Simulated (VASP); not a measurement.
Here is a VASP 6.6.1 calculation.

Contents of INCAR:

```
PREC = Accurate
ENCUT = 500
EDIFF = 1E-6
ISMEAR = -1
SIGMA = 0.05
LREAL = False
LASPH = True
NELM = 120
ALGO = Normal
ISIF = 2
LWAVE = False
LCHARG = False
GGA = CA
NBANDS = 11
GGA_COMPAT = False
```

Contents of KPOINTS:

```
regular mesh
0
Gamma
  12 12 12
```

File POSCAR:

```
Ba
1.0
    0.0000000000      2.9956049158      2.9956049158
    2.9956049158      0.0000000000      2.9956049158
    2.9956049158      2.9956049158      0.0000000000
Ba
1
Direct
    0.0000000000      0.0000000000      0.0000000000
```

Potentials or basis: VASP PAW LDA potentials, release 64 (Ba_sv).

The run is started by

```sh
$ cat potpaw_LDA.64/Ba_sv/POTCAR > POTCAR
$ mpirun -np 1 vasp_std > vasp.out
```

Task: Predict the pressure.

Result: 0.0 GPa.

Task: Predict the band gap on the k mesh.

Result: Zero (band 5 reaches 2.18 eV, above the bottom of band 6 at 1.65 eV).

Caveat: spin-orbit coupling is left out, which moves the levels of the heavy elements.
